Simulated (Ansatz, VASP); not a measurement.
# Two plane-wave programs on Be

```xyz
2
Lattice="2.2995 0.0000 0.0000 -1.1498 1.9914 0.0000 0.0000 0.0000 3.6009" Properties=species:S:1:pos:R:3 pbc="T T T"
Be    0.0000    1.6276    0.3002
Be    1.1498    0.6638    2.7007
```

Alike in both runs: task single point; functional PBEsol; k mesh 24 × 24 × 14; occupations gaussian, width 0.15 eV; no spin polarisation.

```csv
,VASP,Ansatz
version,VASP 6.6.1,Ansatz 0.2.0
potentials or method,"VASP PAW PBE potentials, release 64 (Be), cutoff 520 eV","scalar-relativistic, plane waves, PAW"
valence electrons in the cell,4,4
```

```csv
,VASP,Ansatz,Ansatz less VASP
gap on the k mesh at the Fermi level (eV),none,none,-
rms of the force components (eV/Å),4.542,4.498,-0.0435
```

VASP's potentials were made for PBE, not for PBEsol. Atom by atom the forces differ by 0.044 eV/Å (rms over components). A gap of «none» marks a metal or a gap that the smearing closes. With one functional, cell and mesh, what is left measures potentials, basis and numerics.
